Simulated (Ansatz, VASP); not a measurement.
**TiCo2: VASP beside Ansatz**

INCAR

```
SYSTEM = TiCo2
PREC     = Accurate       ! precision mode
ENCUT    = 520            ! plane-wave cutoff, eV
EDIFF    = 1E-6           ! SCF threshold, eV
ISMEAR   = 0              ! smearing method
SIGMA    = 0.15           ! smearing width, eV
LREAL    = .FALSE.        ! projectors in reciprocal space
LASPH    = .TRUE.         ! aspherical terms in the spheres
NELM     = 100            ! most SCF steps
ALGO     = Fast           ! electronic algorithm
ISIF     = 2              ! what is computed and relaxed
LWAVE    = .FALSE.        ! write WAVECAR
LCHARG   = .FALSE.        ! write CHGCAR
GGA      = PS             ! functional
NBANDS   = 39             ! bands
```

KPOINTS

```
Automatic mesh
0
G
  14 14 14
  0 0 0
```

Contents of POSCAR:

```
TiCo2
1.0
    0.0000000000      3.2763183082      3.2763183082
    3.2763183082      0.0000000000      3.2763183082
    3.2763183082      3.2763183082      0.0000000000
Ti Co
2 4
Direct
    0.5000000000      0.5000000000      0.5000000000
    0.7500000000      0.7500000000      0.7500000000
    0.1250000000      0.1250000000      0.1250000000
    0.6250000000      0.1250000000      0.1250000000
    0.1250000000      0.1250000000      0.6250000000
    0.1250000000      0.6250000000      0.1250000000
```

Input for Ansatz:

```yaml
crystal:
  lattice:
    - [0.0, 3.2763183082, 3.2763183082]
    - [3.2763183082, 0.0, 3.2763183082]
    - [3.2763183082, 3.2763183082, 0.0]
  atoms:
    - { symbol: Ti, position: [0.5, 0.5, 0.5] }
    - { symbol: Ti, position: [0.75, 0.75, 0.75] }
    - { symbol: Co, position: [0.125, 0.125, 0.125] }
    - { symbol: Co, position: [0.625, 0.125, 0.125] }
    - { symbol: Co, position: [0.125, 0.125, 0.625] }
    - { symbol: Co, position: [0.125, 0.625, 0.125] }
basis:
  ecutwfc: 420
kpoints:
  mp_grid: { grid: [14, 14, 14] }
hamiltonian:
  xc: pbesol
scf:
  occupations: { method: gaussian, width: 0.15 }
output:
  forces: true
  stress: true
  eigenvalues: true
```

Alike in both runs: task single point; functional PBEsol; k mesh 14 × 14 × 14; occupations gaussian, width 0.15 eV; no spin polarisation.

|  | VASP | Ansatz |
| --- | --- | --- |
| version | VASP 6.6.1 | Ansatz 0.2.0 |
| potentials or method | VASP PAW PBE potentials, release 64 (Ti_sv, Co), cutoff 520 eV | scalar-relativistic, plane waves, PAW |
| valence electrons in the cell | 60 | 92 |

Ansatz gave:

| Property | Result |
| --- | --- |
| gap on the k mesh at the Fermi level (eV) | none |
| pressure (GPa) | 0.1 |

Q: Estimate VASP's values.

A: gap on the k mesh at the Fermi level (eV): none; pressure (GPa): -0.6.

VASP's potentials were made for PBE, not for PBEsol. A gap of «none» marks a metal or a gap that the smearing closes. VASP's potentials hold 60 valence electrons a cell and Ansatz's 92, so a difference there can come from the potentials and not from the codes.
